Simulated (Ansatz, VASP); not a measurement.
One calculation of Cu3Ni2, two programs

```
Cu Ni
1.0
     2.52059    0.00000    0.00000
    -1.26030    2.18290    0.00000
     0.00000    0.00000   20.84959
Cu Ni
6 4
Direct
  0.33333 0.66667 0.84679
  0.33333 0.66667 0.05115
  0.33333 0.66667 0.44899
  0.66667 0.33333 0.94885
  0.66667 0.33333 0.15321
  0.66667 0.33333 0.55100
  0.33333 0.66667 0.65052
  0.33333 0.66667 0.25264
  0.66667 0.33333 0.74736
  0.66667 0.33333 0.34948
```

Alike in both runs: task single point; functional PBE; k mesh 18 × 18 × 2; occupations gaussian, width 0.1 eV; no spin polarisation.

```csv
,VASP,Ansatz
version,VASP 6.6.1,Ansatz 0.2.0
potentials or method,"VASP PAW PBE potentials, release 64 (Cu, Ni), cutoff 520 eV","scalar-relativistic, plane waves, PAW"
valence electrons in the cell,106,186
```

|  | VASP | Ansatz | Ansatz less VASP |
| --- | --- | --- | --- |
| gap on the k mesh at the Fermi level (eV) | none | none | - |
| pressure (GPa) | 0.3 | 0.0 | -0.31 |
| traceless stress, the component that is largest in VASP (GPa) | -0.09 | -0.02 | +0.074 |
| rms of the force components (eV/Å) | 0.006 | 0.002 | -0.0033 |

Atom by atom the forces differ by 0.005 eV/Å (rms over components). A gap of «none» marks a metal or a gap that the smearing closes. The functional is the same, so the differences come from potentials, cutoffs and numerics. VASP's potentials hold 106 valence electrons a cell and Ansatz's 186, so a difference there can come from the potentials and not from the codes.
